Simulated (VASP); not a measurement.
Set up this calculation in VASP 6.6.1, as the native input.

```yaml
Task: single point
Functional: PBE
Potentials_or_basis: VASP PAW PBE potentials, release 64 (Te, Pb_d)
Cutoff: 520 eV
k_mesh: 6 × 6 × 6
Occupations: gaussian, width 0.01 eV
Spin: no spin polarisation
Dipole_correction: no
Further_INCAR_settings: ALGO = Normal; EDIFF = 1e-06; NBANDS = 17
```

The structure of TePb lies in POSCAR:

```
TePb
1.0
    0.0000000000      3.2860552671      3.2860552671
    3.2860552671      0.0000000000      3.2860552671
    3.2860552671      3.2860552671      0.0000000000
Te Pb
1 1
Direct
    0.5000000000      0.5000000000      0.5000000000
    0.0000000000      0.0000000000      0.0000000000
```

The input as run:

INCAR

```
SYSTEM = TePb
PREC = Accurate
ENCUT = 520
EDIFF = 1E-6
ISMEAR = 0
SIGMA = 0.01
LREAL = .FALSE.
LASPH = .TRUE.
NELM = 60
ALGO = Normal
ISIF = 2
LWAVE = .FALSE.
LCHARG = .FALSE.
GGA = PE
NBANDS = 17
```

KPOINTS

```
regular mesh
0
G
  6 6 6
  0 0 0
```

Potentials or basis: VASP PAW PBE potentials, release 64 (Te, Pb_d).

Launch:

```bash
$ cat potpaw_PBE.64/Te/POTCAR potpaw_PBE.64/Pb_d/POTCAR > POTCAR
$ mpirun -np 1 vasp_std > vasp.out
```

Results of the run:

The pressure is -0.1 GPa and the band gap on the k mesh is 0.83 eV, direct.

Caveat: spin-orbit coupling is left out, which moves the levels of the heavy elements.

Wall time 9.2 s on 1 thread of Intel Xeon 6975P-C, on a shared host, peak memory 0.21 GiB.
